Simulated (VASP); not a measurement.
# Mo (I4/mmm) in VASP: further runs, part 2 of 3

VASP 6.6.1. The steps go on from the part before.

### 4 Single point, LDA (strain +0.030 along x and y, +0.000 along z)

Input file INCAR:

```
PREC = Accurate
ENCUT = 520
EDIFF = 1E-6
ISMEAR = 0
SIGMA = 0.15
LREAL = F
LASPH = T
NELM = 60
ALGO = Fast
ISIF = 2
LWAVE = F
LCHARG = F
NBANDS = 13
```

Input file KPOINTS:

```
Automatic mesh
0
Gamma
  20 20 20
```

Input file POSCAR:

```
Mo
1.0
    0.0000000000      2.0754500000      2.0150000000
    2.0754500000      0.0000000000      2.0150000000
    2.0754500000      2.0754500000      0.0000000000
Mo
1
Direct
    0.0000000000      0.0000000000      0.0000000000
```

Potentials or basis: VASP PAW LDA potentials, release 64 (Mo_sv).

The run is started by

```
$ cat potpaw_LDA.64/Mo_sv/POTCAR > POTCAR
$ mpirun -np 1 vasp_std > vasp.out
```

OUTCAR:

```text
PREC = Accurate
   ENCUT = 520
   EDIFF = 1E-6
   ISMEAR = 0
   LREAL = F
   LASPH = T
   NELM = 60
   ISIF = 2

 ion  position               nearest neighbor table
   1  0.000  0.000  0.000-

  LATTYP: Found a body centered tetragonal cell.
 ALAT       =     2.9351295380
 C/A-ratio  =     1.3730228761

  Lattice vectors:

 A1 = (   0.0000000000,  -2.0754500000,  -2.0150000000)
 A2 = (   0.0000000000,   2.0754500000,  -2.0150000000)
 A3 = (   2.0754500000,   0.0000000000,   2.0150000000)

Analysis of symmetry for initial positions (statically):
=====================================================================
 Subroutine PRICEL returns:
 Original cell was already a primitive cell.

 Routine SETGRP: Setting up the symmetry group for a
 body centered tetragonal supercell.

 Subroutine GETGRP returns: Found 16 space group operations
 (whereof 16 operations were pure point group operations)
 out of a pool of 16 trial point group operations.

The static configuration has the point symmetry D_4h.

Analysis of symmetry for dynamics (positions and initial velocities):
=====================================================================
 Subroutine PRICEL returns:
 Original cell was already a primitive cell.

 Routine SETGRP: Setting up the symmetry group for a
 body centered tetragonal supercell.

 Subroutine GETGRP returns: Found 16 space group operations
 (whereof 16 operations were pure point group operations)
 out of a pool of 16 trial point group operations.

The dynamic configuration has the point symmetry D_4h.

 Subroutine INISYM returns: Found 16 space group operations
 (whereof 16 operations are pure point group operations),
 and found     1 'primitive' translations

----------------------------------------------------------------------------------------

                                     Primitive cell

  volume of cell :      17.3592

  direct lattice vectors                    reciprocal lattice vectors
     0.000000000  2.075450000  2.015000000    -0.240911610  0.240911610  0.248138958
     2.075450000  0.000000000  2.015000000     0.240911610 -0.240911610  0.248138958
     2.075450000  2.075450000  0.000000000     0.240911610  0.240911610 -0.248138958

  length of vectors
     2.892700763  2.892700763  2.935129538     0.421485171  0.421485171  0.421485171

  position of ions in fractional coordinates (direct lattice)
     0.000000000  0.000000000  0.000000000

  ion indices of the primitive-cell ions
   primitive index   ion index
                 1           1

----------------------------------------------------------------------------------------

 KPOINTS: Automatic mesh

Automatic generation of k-mesh.
 Grid dimensions read from file:
 generate k-points for:   20   20   20

 Generating k-lattice:

  Cartesian coordinates                     Fractional coordinates (reciprocal lattice)
    -0.012045580  0.012045580  0.012406948     0.050000000  0.000000000  0.000000000
     0.012045580 -0.012045580  0.012406948     0.000000000  0.050000000  0.000000000
     0.012045580  0.012045580 -0.012406948    -0.000000000 -0.000000000  0.050000000

  Length of vectors
     0.021074259  0.021074259  0.021074259

  Shift w.r.t. Gamma in fractional coordinates (k-lattice)
     0.000000000  0.000000000  0.000000000

 Subroutine IBZKPT returns following result:
 ===========================================

 Found    641 irreducible k-points:

 Following reciprocal coordinates:
            Coordinates               Weight
  0.000000  0.000000  0.000000      1.000000
  0.050000 -0.000000  0.000000      8.000000
  0.100000 -0.000000  0.000000      8.000000
  0.150000  0.000000  0.000000      8.000000
  0.200000 -0.000000  0.000000      8.000000
  0.250000 -0.000000  0.000000      8.000000
[... 16 lines left out ...]
 -0.400000  0.050000  0.000000      8.000000
 -0.350000  0.050000  0.000000      8.000000
 [... further k-points ...]
   k-points           NKPTS =    641   k-points in BZ     NKDIM =    641   number of bands    NBANDS=     13
   number of dos      NEDOS =    301   number of ions     NIONS =      1
   total plane-waves  NPLWV =  13824
   dimension x,y,z NGX =    24 NGY =   24 NGZ =   24
   dimension x,y,z NGXF=    48 NGYF=   48 NGZF=   48
   ions per type =               1
   NGX,Y,Z   is equivalent  to a cutoff of  13.79, 13.79, 13.59 a.u.
   NGXF,Y,Z  is equivalent  to a cutoff of  27.59, 27.59, 27.19 a.u.
 SYSTEM =  unknown system
   PREC   = accura    normal or accurate (medium, high low for compatibility)
   ISTART =      0    job   : 0-new  1-cont  2-samecut
   ICHARG =      2    charge: 1-file 2-atom 10-const
   ISPIN  =      1    spin polarized calculation?
   LNONCOLLINEAR =      F non collinear calculations
   LSORBIT =      F    spin-orbit coupling
   LASPH  =      T    aspherical Exc in radial PAW
   ENCUT  =  520.0 eV  38.22 Ry    6.18 a.u.   5.38  5.38  5.46*2*pi/ulx,y,z
   NELM   =     60;   NELMIN=  2; NELMDL= -5     # of ELM steps
   EDIFF  = 0.1E-05   stopping-criterion for ELM
   LREAL  =      F    real-space projection
   EDIFFG = 0.1E-04   stopping-criterion for IOM
   NSW    =      0    number of steps for IOM
   IBRION =     -1    ionic relax: 0-MD 1-quasi-New 2-CG
   NFREE  =      0    steps in history (QN), initial steepest desc. (CG)
   ISIF   =      2    stress and relaxation
   ISYM   =      2    0-nonsym 1-usesym 2-fastsym
   POTIM  = 0.5000    time-step for ionic-motion
   TEBEG  =    0.0;   TEEND  =   0.0 temperature during run
   PSTRESS=    0.0 pullay stress
   NELECT =      14.0000    total number of electrons
   NUPDOWN=      -1.0000    fix difference up-down
   EMIN   =  10.00;   EMAX   =-10.00  energy-range for DOS
   EFERMI =   0.00;   METHOD = LEGACY
   ISMEAR =     0;   SIGMA  =   0.15  broadening in eV -4-tet -1-fermi 0-gaus
   EFERMI_NEDOS =   21; number of points for ismear=-14 and -15
   IALGO  =     68    algorithm
   IMIX   =      4    mixing-type and parameters
     AMIX     =   0.40;   BMIX     =  1.00
     AMIX_MAG =   1.60;   BMIX_MAG =  1.00
  volume/ion in A,a.u.               =      17.36       117.15
  Fermi-wavevector in a.u.,A,eV,Ry     =   1.523846  2.879651 31.594164  2.322106
  Thomas-Fermi vector in A             =   2.632233
   LORBIT       =      0    0 simple, 1 ext, 2 COOP (PROOUT), +10 PAW based schemes
   GGA     = CA    functional components
   LHFCALC =     F    Hartree Fock is set to
   AEXX    =    0.0000 exact exchange contribution
   IVDW    =     0    specifies the selected vdW correction
   LEPSILON=     F    determine dielectric tensor
   LRPA    =     F    only Hartree local field effects (RPA)
 non-spin polarized calculation
 RMM-DIIS sequential band-by-band and
 Gauss-broadening in eV      SIGMA  =   0.15
  energy-cutoff  :      520.00
  volume of cell :       17.36
 maximum number of plane-waves:       499
 NGX is ok and might be reduce to    24
   NGX = 11   NGY = 11   NGZ = 11

 number of electron      13.9999999 magnetization

 Free energy of the ion-electron system (eV)
  ---------------------------------------------------
  ext. energy  EPLUGINS =         0.00000000
  ---------------------------------------------------
  free energy    TOTEN  =       -11.52967279 eV

  energy without entropy =      -11.51333386  energy(sigma->0) =      -11.52150333

 E-fermi :  10.4591     XC(G=0): -13.0123

 val. band max:       10.4581893246   @ k =   0.5000   0.0500   0.1500
 cond. band min:      10.4629446034   @ k =   0.5000  -0.0000   0.1500
 fundamental gap:      0.0047552787
 Fermi energy:        10.4591063277

 k-point     1 :       0.0000    0.0000    0.0000
  band No.  band energies     occupation
      1     -49.9673      2.00000
      2     -23.6391      2.00000
      3     -23.6391      2.00000
      4     -23.6213      2.00000
      5       3.9756      2.00000
      6       9.7313      2.00000
      7       9.7313      2.00000
      8      10.0448      1.99991
      9      11.9700      0.00000
     10      12.3901      0.00000
     11      23.5276      0.00000
     12      28.0280      0.00000
     13      28.0280      0.00000
[... 353 lines left out ...]
 k-point    24 :      -0.3500    0.0500    0.0000
  band No.  band energies     occupation
      1     -49.8280      2.00000
      2     -24.4814      2.00000
      3     -23.7634      2.00000
      4     -23.7523      2.00000
      5       6.3314      2.00000
      6       9.7436      2.00000
      7       9.9351      2.00000
      8      10.2967      1.87435
      9      13.1016      0.00000
     10      13.7008      0.00000
     11      21.9604      0.00000
     12      24.5452      0.00000
     13      29.7159      0.00000

 [... further k-points ...]
[... 5 lines left out ...]
  --------------------------------------------------------------------------------------
  -------------------------------------------------------------------------------------
  Total       -2.6177860     -2.6177860     -3.2329302      0.0000000     -0.0000000      0.0000000
  in kB     -241.6101247   -241.6101247   -298.3852233      0.0000000     -0.0000000      0.0000000
  external PRESSURE =    -260.5351576 kB  Pullay stress =       0.0000000 kB

 VOLUME and BASIS-vectors are now :
 -----------------------------------------------------------------------------
  energy-cutoff  :      520.00
  volume of cell :       17.36
      direct lattice vectors                 reciprocal lattice vectors
     0.000000000  2.075450000  2.015000000    -0.240911610  0.240911610  0.248138958
     2.075450000  0.000000000  2.015000000     0.240911610 -0.240911610  0.248138958
     2.075450000  2.075450000  0.000000000     0.240911610  0.240911610 -0.248138958

 POSITION                                       TOTAL-FORCE (eV/Angst)
 -----------------------------------------------------------------------------------
      0.00000      0.00000      0.00000        -0.000000      0.000000      0.000000
 -----------------------------------------------------------------------------------
    total drift:                                0.000000      0.000000      0.000000

  FREE ENERGIE OF THE ION-ELECTRON SYSTEM (eV)
  ---------------------------------------------------
  free  energy   TOTEN  =       -11.5296727943 eV

  energy  without entropy=      -11.5133338597  energy(sigma->0) =      -11.52150333
```

It took 43 s on 1 thread of Intel Xeon 6975P-C (Granite Rapids), shared host; peak memory 0.23 GiB.

Results:

- Free energy: -11.5297 eV
- Pressure: -26.1 GPa
- Band gap on the k mesh: zero (band 7 reaches 13.97 eV, above the bottom of band 8 at 9.92 eV)

Levels at points of the mesh, in eV from the Fermi level:
```tsv
k point	band 3	band 4	band 5	band 6	band 7	band 8	band 9	band 10	band 11	band 12
(0.00, 0.00, 0.00)	-34.10	-34.08	-6.48	-0.73	-0.73	-0.41	1.51	1.93	13.07	17.57
(0.50, 0.00, 0.00)	-34.25	-34.20	-4.25	-0.97	-0.62	1.36	3.48	3.69	9.94	12.70
(0.50, 0.50, 0.00)	-34.50	-34.50	-4.48	-3.87	3.51	3.98	4.14	4.14	11.51	11.51
(0.50, 0.00, 0.50)	-34.46	-34.42	-4.47	-3.80	3.43	3.52	3.95	4.27	11.75	12.14
```

Caveat: the cell differs from its parent crystal (strain +0.030 along x and y, +0.000 along z).

(Part 2 of 3 ends here.)
